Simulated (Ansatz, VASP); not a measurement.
Two plane-wave programs on Se

```xyz
3
Lattice="4.3662 0.0000 0.0000 -2.1831 3.7812 0.0000 0.0000 0.0000 4.9536" Properties=species:S:1:pos:R:3 pbc="T T T"
Se    0.9841    0.0000    1.6512
Se   -0.4921    0.8523    3.3024
Se    1.6910    2.9289    0.0000
```

Alike in both runs: task relaxation of cell and atoms; functional r2SCAN; k mesh 5 × 5 × 4; occupations fermi-dirac, width 0.05 eV; no spin polarisation.

|  | VASP | Ansatz |
| --- | --- | --- |
| version | VASP 6.6.1 | Ansatz 0.2.0 |
| potentials or method | VASP PAW PBE potentials, release 64 (Se), cutoff 600 eV | plane waves (500 eV) with PAW, scalar-relativistic |
| valence electrons in the cell | 18 | 48 |

VASP gave:

| Property | Result |
| --- | --- |
| relaxed volume (Å³/atom) | 29.17 |
| relaxed cell length with the largest relative difference (Å) | 4.498 |

Which values does Ansatz return?

Relaxed volume (Å³/atom): 29.09; relaxed cell length with the largest relative difference (Å): 4.493.

VASP's potentials were made for PBE, not for r2SCAN. VASP's potentials hold 18 valence electrons a cell and Ansatz's 48, so a difference there can come from the potentials and not from the codes.
